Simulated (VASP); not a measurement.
A run of VASP 6.6.1:

The input INCAR:

```
PREC = Accurate ; ENCUT = 520
EDIFF = 1E-6 ; ISMEAR = -1
SIGMA = 0.01 ; LREAL = False
LASPH = True ; NELM = 100
ALGO = Normal ; ISIF = 2
LWAVE = False ; LCHARG = False
GGA = CA ; NBANDS = 17
```

File KPOINTS:

```
regular mesh
0
Gamma
  8 8 8
```

File POSCAR:

```
PbS
1.0
    0.0000000000      2.9650000000      2.9650000000
    2.9650000000      0.0000000000      2.9650000000
    2.9650000000      2.9650000000      0.0000000000
Pb S
1 1
Direct
    0.0000000000      0.0000000000      0.0000000000
    0.5000000000      0.5000000000      0.5000000000
```

Potentials or basis: VASP PAW LDA potentials, release 64 (Pb_d, S).

Run with:

```console
$ cat potpaw_LDA.64/Pb_d/POTCAR potpaw_LDA.64/S/POTCAR > POTCAR
$ mpirun -np 1 vasp_std > vasp.out
```

Hardware: 1 thread of Intel Xeon 6975P-C (shared host).

Problem. How long does it take, and how much memory?

Solution. It took 18 s on 1 thread of Intel Xeon 6975P-C, on a shared host, peak memory 0.16 GiB. Counts: scf iterations 12, k points 29.
